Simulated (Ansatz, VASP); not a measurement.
## Mg4BrO3 in VASP and in Ansatz

```
CELL_PARAMETERS angstrom
5.01343 0.00000 0.00000
0.00000 5.01343 0.00000
0.00000 0.00000 5.01343
ATOMIC_POSITIONS crystal
Mg 0.79724 0.79724 0.79724
Mg 0.79724 0.20276 0.20276
Mg 0.20276 0.79724 0.20276
Mg 0.20276 0.20276 0.79724
Br 0.50000 0.50000 0.50000
O 0.00000 0.00000 0.50000
O 0.00000 0.50000 0.00000
O 0.50000 0.00000 0.00000
```

Alike in both runs: functional PBE; k mesh 8 × 8 × 8; occupations gaussian, width 0.1 eV; no spin polarisation.

Ansatz relaxed the structure, and its values are those at the end. VASP's run is a single point on that final structure, the one shown.

|  | VASP | Ansatz |
| --- | --- | --- |
| version | VASP 6.6.1 | Ansatz 0.2.0 |
| potentials or method | VASP PAW PBE potentials, release 64 (Mg, Br, O), cutoff 520 eV | scalar-relativistic, plane waves, PAW |
| valence electrons in the cell | 33 | 65 |

Ansatz gave:

```
gap on the k mesh at the Fermi level (eV) : none
pressure (GPa)                            : 0.0
rms of the force components (eV/Å)        : 0.000
```

Estimate VASP's values.

gap on the k mesh at the Fermi level (eV): none; pressure (GPa): -0.3; rms of the force components (eV/Å): 0.006.

A gap of «none» marks a metal or a gap that the smearing closes. With one functional, cell and mesh, what is left measures potentials, basis and numerics. VASP's potentials hold 33 valence electrons a cell and Ansatz's 65, so a difference there can come from the potentials and not from the codes.
